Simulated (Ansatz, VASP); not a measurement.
## BeS: VASP beside Ansatz

File INCAR:

```
SYSTEM = BeS
  PREC = Accurate
  ENCUT = 520
  EDIFF = 1E-6
  ISMEAR = 0
  SIGMA = 0.05
  LREAL = .False.
  LASPH = .True.
  NELM = 80
  ALGO = Normal
  ISIF = 2
  LWAVE = .False.
  LCHARG = .True.
  GGA = PS
  LELF = .True.
  LVHAR = .True.
  NBANDS = 11
```

Contents of KPOINTS:

```
Automatic mesh
0
Gamma
  10 10 10
  0 0 0
```

File POSCAR:

```
BeS
1.0
    0.0000000000      2.4327589947      2.5527376650
    2.5527376650      0.0000000000      2.5527376650
    2.5527376650      2.4327589947      0.0000000000
Be S
1 1
Direct
    0.0000000000      0.0000000000      0.0000000000
    0.7500000000      0.7500000000      0.7500000000
```

Input for Ansatz:

```yaml
crystal:
  lattice:
    - [0.0, 2.4327589947, 2.552737665]
    - [2.552737665, 0.0, 2.552737665]
    - [2.552737665, 2.4327589947, 0.0]
  atoms:
    - { symbol: Be, position: [0.0, 0.0, 0.0] }
    - { symbol: S, position: [0.75, 0.75, 0.75] }
basis:
  ecutwfc: 520.0
kpoints:
  mp_grid: { grid: [10, 10, 10] }
hamiltonian:
  xc: pbesol
scf:
  occupations: { method: gaussian, width: 0.05 }
output:
  forces: true
  stress: true
  eigenvalues: true
```

Alike in both runs: task single point; functional PBEsol; k mesh 10 × 10 × 10; occupations gaussian, width 0.05 eV; no spin polarisation.

|  | VASP | Ansatz |
| --- | --- | --- |
| version | VASP 6.6.1 | Ansatz 0.2.0 |
| potentials or method | VASP PAW PBE potentials, release 64 (Be, S), cutoff 520 eV | scalar-relativistic, plane waves, PAW |
| valence electrons in the cell | 8 | 8 |

```csv
,VASP,Ansatz,Ansatz less VASP
gap on the k mesh at the Fermi level (eV),2.80,2.79,-0.003
least direct gap on the mesh (eV),4.71,4.70,-0.002
pressure (GPa),-8.8,-8.9,-0.13
"traceless stress, the component that is largest in VASP (GPa)",2.61,2.62,+0.012
```

VASP's potentials were made for PBE, not for PBEsol. With one functional, cell and mesh, what is left measures potentials, basis and numerics.
